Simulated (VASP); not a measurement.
# AlN (P6_3mc) in VASP: a series of runs

AlN is run at these levels: r2SCAN; tasks: single point.

All numbers are computed with VASP 6.6.1; they aren't measurements. Logs are shortened: lines on timing, memory, paths and dates and some standing lists are left out, and cuts for length are marked.

**What was measured.**

From “Structural and optical properties of self-assembled AlN nanowires grown on SiO2/Si substrates by molecular beam epitaxy”, 2024, arxiv:2402.00216, for a bulk crystal of AlN at 0 K: band gap 6.0343 eV (an exciton energy, a little under the gap).

How close the calculation comes is told below.

## (1) The cell of the first run

Symmetry: P6_3mc, No. 186, hexagonal system. Conventional cell: a = 3.111 Å, b = 3.111 Å, c = 4.978 Å, α = 90.00°, β = 90.00°, γ = 120.00°. Within 2.5 Å of Al (site symmetry 3m) lie 4 N at 1.89 to 1.92 Å. Within 2.5 Å of N (site symmetry 3m) lie 4 Al at 1.89 to 1.92 Å.

## (2) Single point, r2SCAN

Contents of POSCAR:

```
AlN
1.0
    3.1110021516      0.0000000000      0.0000000000
   -1.5555010758      2.6942068945      0.0000000000
    0.0000000000      0.0000000000      4.9780000000
Al N
2 2
Direct
    0.3333333333      0.6666666667      0.0000000000
    0.6666666667      0.3333333333      0.5000000000
    0.3333333333      0.6666666667      0.3850000000
    0.6666666667      0.3333333333      0.8850000000
```

Contents of INCAR.step1:

```
PREC     = Accurate       # precision mode
ENCUT    = 520            # plane-wave cutoff, eV
ISMEAR   = 0              # smearing method
SIGMA    = 0.05           # smearing width, eV
LREAL    = F              # projectors in reciprocal space
LASPH    = T              # aspherical terms in the spheres
NELM     = 80             # most SCF steps
NBANDS   = 16             # bands
GGA      = PE             # functional
ALGO     = Normal         # electronic algorithm
EDIFF    = 1E-4           # SCF threshold, eV
LWAVE    = T              # write WAVECAR
LCHARG   = F              # write CHGCAR
```

Contents of INCAR.step2:

```
PREC     = Accurate       # precision mode
ENCUT    = 520            # plane-wave cutoff, eV
EDIFF    = 1E-6           # SCF threshold, eV
ISMEAR   = 0              # smearing method
SIGMA    = 0.05           # smearing width, eV
LREAL    = F              # projectors in reciprocal space
LASPH    = T              # aspherical terms in the spheres
NELM     = 80             # most SCF steps
ALGO     = Normal         # electronic algorithm
ISIF     = 2              # what is computed and relaxed
LWAVE    = F              # write WAVECAR
LCHARG   = F              # write CHGCAR
METAGGA  = R2SCAN         # meta-GGA
LMIXTAU  = T            
NBANDS   = 16             # bands
ISTART   = 1
```

Contents of KPOINTS:

```
Automatic mesh
0
Gamma
  12 12 6
```

Potentials or basis: VASP PAW PBE potentials, release 64 (Al, N).

Run with:

```bash
$ cat potpaw_PBE.64/Al/POTCAR potpaw_PBE.64/N/POTCAR > POTCAR
$ cp INCAR.step1 INCAR
$ mpirun -np 1 vasp_std > vasp.out
$ cp INCAR.step2 INCAR
$ mpirun -np 1 vasp_std > vasp.out
```

OUTCAR:

```text
PREC = Accurate
   ENCUT = 520
   EDIFF = 1E-6
   ISMEAR = 0
   LREAL = F
   LASPH = T
   NELM = 80
   ISIF = 2
   METAGGA = R2SCAN
   ISTART = 1

 ion  position               nearest neighbor table
   1  0.333  0.667  0.000-   4 1.89   4 1.89   4 1.89   3 1.92   2 3.07   2 3.07   2 3.07   2 3.07
                             2 3.07   2 3.07
   2  0.667  0.333  0.500-   3 1.89   3 1.89   3 1.89   4 1.92   1 3.07   1 3.07   1 3.07   1 3.07
                             1 3.07   1 3.07
   3  0.333  0.667  0.385-   2 1.89   2 1.89   2 1.89   1 1.92
   4  0.667  0.333  0.885-   1 1.89   1 1.89   1 1.89   2 1.92

  LATTYP: Found a hexagonal cell.
 ALAT       =     3.1110021516
 C/A-ratio  =     1.6001274694

  Lattice vectors:

 A1 = (   3.1110021516,   0.0000000000,   0.0000000000)
 A2 = (  -1.5555010758,   2.6942068945,   0.0000000000)
 A3 = (   0.0000000000,   0.0000000000,   4.9780000000)

Analysis of symmetry for initial positions (statically):
=====================================================================
 Subroutine PRICEL returns:
 Original cell was already a primitive cell.

 Routine SETGRP: Setting up the symmetry group for a
 hexagonal supercell.

 Subroutine GETGRP returns: Found 12 space group operations
 (whereof  6 operations were pure point group operations)
 out of a pool of 24 trial point group operations.

The static configuration has the point symmetry C_3v.
 The point group associated with its full space group is C_6v.

Analysis of symmetry for dynamics (positions and initial velocities):
=====================================================================
 Subroutine PRICEL returns:
 Original cell was already a primitive cell.

 Routine SETGRP: Setting up the symmetry group for a
 hexagonal supercell.

 Subroutine GETGRP returns: Found 12 space group operations
 (whereof  6 operations were pure point group operations)
 out of a pool of 24 trial point group operations.

The dynamic configuration has the point symmetry C_3v.
 The point group associated with its full space group is C_6v.

 Subroutine INISYM returns: Found 12 space group operations
 (whereof  6 operations are pure point group operations),
 and found     1 'primitive' translations

----------------------------------------------------------------------------------------

                                     Primitive cell

  volume of cell :      41.7240

  direct lattice vectors                    reciprocal lattice vectors
     3.111002152  0.000000000  0.000000000     0.321439829  0.185583372  0.000000000
    -1.555501076  2.694206895  0.000000000     0.000000000  0.371166744  0.000000000
     0.000000000  0.000000000  4.978000000     0.000000000  0.000000000  0.200883889

  length of vectors
     3.111002152  3.111002152  4.978000000     0.371166744  0.371166744  0.200883889

  position of ions in fractional coordinates (direct lattice)
     0.333333333  0.666666667  0.000000000
     0.666666667  0.333333333  0.500000000
     0.333333333  0.666666667  0.385000000
     0.666666667  0.333333333  0.885000000

  ion indices of the primitive-cell ions
   primitive index   ion index
                 1           1
                 2           2
                 3           3
                 4           4

----------------------------------------------------------------------------------------

 KPOINTS: Automatic mesh

Automatic generation of k-mesh.
 Grid dimensions read from file:
 generate k-points for:   12   12    6

 Generating k-lattice:

  Cartesian coordinates                     Fractional coordinates (reciprocal lattice)
     0.026786652  0.015465281  0.000000000     0.083333333  0.000000000  0.000000000
     0.000000000  0.030930562  0.000000000     0.000000000  0.083333333  0.000000000
     0.000000000  0.000000000  0.033480648     0.000000000  0.000000000  0.166666667

  Length of vectors
     0.030930562  0.030930562  0.033480648

  Shift w.r.t. Gamma in fractional coordinates (k-lattice)
     0.000000000  0.000000000  0.000000000

 Subroutine IBZKPT returns following result:
 ===========================================

 Found     76 irreducible k-points:

 Following reciprocal coordinates:
            Coordinates               Weight
  0.000000  0.000000  0.000000      1.000000
  0.083333  0.000000  0.000000      6.000000
  0.166667 -0.000000  0.000000      6.000000
  0.250000 -0.000000  0.000000      6.000000
  0.333333 -0.000000  0.000000      6.000000
  0.416667 -0.000000  0.000000      6.000000
[... 16 lines left out ...]
  0.250000 -0.000000  0.166667     12.000000
  0.333333 -0.000000  0.166667     12.000000
 [... further k-points ...]
   k-points           NKPTS =     76   k-points in BZ     NKDIM =     76   number of bands    NBANDS=     16
   number of dos      NEDOS =    301   number of ions     NIONS =      4
   total plane-waves  NPLWV =  23040
   dimension x,y,z NGX =    24 NGY =   24 NGZ =   40
   dimension x,y,z NGXF=    48 NGYF=   48 NGZF=   80
   ions per type =               2   2
   NGX,Y,Z   is equivalent  to a cutoff of  12.83, 12.83, 13.36 a.u.
   NGXF,Y,Z  is equivalent  to a cutoff of  25.65, 25.65, 26.72 a.u.
 SYSTEM =  unknown system
   PREC   = accura    normal or accurate (medium, high low for compatibility)
   ISTART =      1    job   : 0-new  1-cont  2-samecut
   ICHARG =      0    charge: 1-file 2-atom 10-const
   ISPIN  =      1    spin polarized calculation?
   LNONCOLLINEAR =      F non collinear calculations
   LSORBIT =      F    spin-orbit coupling
   LASPH  =      T    aspherical Exc in radial PAW
   ENCUT  =  520.0 eV  38.22 Ry    6.18 a.u.   5.78  5.78  9.26*2*pi/ulx,y,z
   NELM   =     80;   NELMIN=  2; NELMDL=  0     # of ELM steps
   EDIFF  = 0.1E-05   stopping-criterion for ELM
   LREAL  =      F    real-space projection
   EDIFFG = 0.1E-04   stopping-criterion for IOM
   NSW    =      0    number of steps for IOM
   IBRION =     -1    ionic relax: 0-MD 1-quasi-New 2-CG
   NFREE  =      0    steps in history (QN), initial steepest desc. (CG)
   ISIF   =      2    stress and relaxation
   ISYM   =      2    0-nonsym 1-usesym 2-fastsym
   POTIM  = 0.5000    time-step for ionic-motion
   TEBEG  =    0.0;   TEEND  =   0.0 temperature during run
   PSTRESS=    0.0 pullay stress
   NELECT =      16.0000    total number of electrons
   NUPDOWN=      -1.0000    fix difference up-down
   EMIN   =  10.00;   EMAX   =-10.00  energy-range for DOS
   EFERMI =   0.00;   METHOD = LEGACY
   ISMEAR =     0;   SIGMA  =   0.05  broadening in eV -4-tet -1-fermi 0-gaus
   EFERMI_NEDOS =   21; number of points for ismear=-14 and -15
   IALGO  =     38    algorithm
   IMIX   =      4    mixing-type and parameters
     AMIX     =   0.40;   BMIX     =  1.00
     AMIX_MAG =   1.60;   BMIX_MAG =  1.00
  volume/ion in A,a.u.               =      10.43        70.39
  Fermi-wavevector in a.u.,A,eV,Ry     =   1.189377  2.247596 19.247033  1.414617
  Thomas-Fermi vector in A             =   2.325485
   LORBIT       =      0    0 simple, 1 ext, 2 COOP (PROOUT), +10 PAW based schemes
   METAGGA = R2SCAN    functional components
   LHFCALC =     F    Hartree Fock is set to
   AEXX    =    0.0000 exact exchange contribution
   IVDW    =     0    specifies the selected vdW correction
   LEPSILON=     F    determine dielectric tensor
   LRPA    =     F    only Hartree local field effects (RPA)
 non-spin polarized calculation
 Gauss-broadening in eV      SIGMA  =   0.05
  energy-cutoff  :      520.00
  volume of cell :       41.72
 maximum number of plane-waves:      1152
 NGX is ok and might be reduce to    24
   NGX = 11   NGY = 11   NGZ = 19

 number of electron      15.9999998 magnetization

 Free energy of the ion-electron system (eV)
  ---------------------------------------------------
  ext. energy  EPLUGINS =         0.00000000
  ---------------------------------------------------
  free energy    TOTEN  =       -38.45276259 eV

  energy without entropy =      -38.45276259  energy(sigma->0) =      -38.45276259

 E-fermi :   6.2340     XC(G=0): -11.4050

 val. band max:        5.9543306921   @ k =   0.0000   0.0000   0.0000
 cond. band min:      10.7922906445   @ k =   0.0000   0.0000   0.0000
 fundamental gap:      4.8379599524
 Fermi energy:         6.2340402280

 k-point     1 :       0.0000    0.0000    0.0000
  band No.  band energies     occupation
      1     -10.0722      2.00000
      2      -7.9540      2.00000
      3      -0.1419      2.00000
      4       4.9787      2.00000
      5       4.9787      2.00000
      6       5.6438      2.00000
[... 8 lines left out ...]
     15      19.9556      0.00000
     16      19.9627      0.00000

 k-point     2 :       0.0833    0.0000    0.0000
  band No.  band energies     occupation
      1      -9.9834      2.00000
      2      -7.9042      2.00000
      3      -0.0344      2.00000
      4       4.5726      2.00000
      5       4.8607      2.00000
      6       5.2436      2.00000
[... 8 lines left out ...]
     15      20.0360      0.00000
     16      20.0365      0.00000

 k-point     3 :       0.1667   -0.0000    0.0000
  band No.  band energies     occupation
      1      -9.7249      2.00000
      2      -7.7688      2.00000
      3       0.2821      2.00000
      4       3.5719      2.00000
      5       4.3697      2.00000
      6       4.5831      2.00000
[... 8 lines left out ...]
     15      19.2356      0.00000
     16      19.5430      0.00000

 k-point     4 :       0.2500   -0.0000    0.0000
  band No.  band energies     occupation
      1      -9.3244      2.00000
      2      -7.5907      2.00000
      3       0.7882      2.00000
      4       2.3929      2.00000
      5       3.3938      2.00000
      6       4.2635      2.00000
[... 8 lines left out ...]
     15      19.0082      0.00000
     16      20.1232      0.00000
[... 324 lines left out ...]
 k-point    22 :       0.1667   -0.0000    0.1667
  band No.  band energies     occupation
      1      -9.6232      2.00000
      2      -7.9453      2.00000
      3       0.5803      2.00000
      4       3.6435      2.00000
      5       4.1424      2.00000
      6       4.6416      2.00000
[... 8 lines left out ...]
     15      19.3764      0.00000
     16      19.7318      0.00000

 k-point    23 :       0.2500   -0.0000    0.1667
  band No.  band energies     occupation
      1      -9.2304      2.00000
      2      -7.7385      2.00000
      3       0.9263      2.00000
      4       2.5628      2.00000
      5       3.2169      2.00000
      6       4.3315      2.00000
[... 8 lines left out ...]
     15      19.2720      0.00000
     16      20.2045      0.00000

 k-point    24 :       0.3333   -0.0000    0.1667
  band No.  band energies     occupation
      1      -8.7554      2.00000
      2      -7.5515      2.00000
      3       0.9366      2.00000
      4       1.9153      2.00000
      5       2.5219      2.00000
      6       4.0598      2.00000
[... 8 lines left out ...]
     15      19.3501      0.00000
     16      21.2565      0.00000

 [... further k-points ...]

------------------------ aborting loop because EDIFF is reached ----------------------------------------

  FORCE on cell =-STRESS in cart. coord.  units (eV):
  Direction    XX          YY          ZZ          XY          YZ          ZX
  --------------------------------------------------------------------------------------
  -------------------------------------------------------------------------------------
  Total       -0.1265172     -0.1265172     -0.5274502      0.0000000      0.0000000      0.0000000
  in kB       -4.8581849     -4.8581849    -20.2537697      0.0000000      0.0000000      0.0000000
  external PRESSURE =      -9.9900465 kB  Pullay stress =       0.0000000 kB

 VOLUME and BASIS-vectors are now :
 -----------------------------------------------------------------------------
  energy-cutoff  :      520.00
  volume of cell :       41.72
      direct lattice vectors                 reciprocal lattice vectors
     3.111002152  0.000000000  0.000000000     0.321439829  0.185583372  0.000000000
    -1.555501076  2.694206895  0.000000000     0.000000000  0.371166744  0.000000000
     0.000000000  0.000000000  4.978000000     0.000000000  0.000000000  0.200883889

 POSITION                                       TOTAL-FORCE (eV/Angst)
 -----------------------------------------------------------------------------------
     -0.00000      1.79614      0.00000         0.000000     -0.000000      0.195767
      1.55550      0.89807      2.48900        -0.000000      0.000000      0.195767
     -0.00000      1.79614      1.91653         0.000000      0.000000     -0.195767
      1.55550      0.89807      4.40553        -0.000000      0.000000     -0.195767
 -----------------------------------------------------------------------------------
    total drift:                               -0.000000      0.000000     -0.008300

  FREE ENERGIE OF THE ION-ELECTRON SYSTEM (eV)
  ---------------------------------------------------
  free  energy   TOTEN  =       -38.4527625893 eV

  energy  without entropy=      -38.4527625893  energy(sigma->0) =      -38.45276259
```

Run time: 88 s. Hardware: 1 thread of Intel Xeon Platinum 8375C at 2.90GHz (Ice Lake), shared host; peak memory 0.18 GiB.

Results:

```
Free energy            : -38.4528 eV
Pressure               : -1.0 GPa
Largest force          : 0.196 eV/Å
Band gap on the k mesh : 4.84 eV, direct
```

Forces on the atoms (eV/Å):
```
Al   0.000  0.000  0.196
Al   0.000  0.000  0.196
N    0.000  0.000 -0.196
N    0.000  0.000 -0.196
```

Stress tensor (GPa, compression positive):
```
-0.49  0.00  0.00
 0.00 -0.49  0.00
 0.00  0.00 -2.03
```

Caveat: the PAW data sets were made with another functional, which shifts forces and pressure a little.

(Part 1 of 2 ends here.)
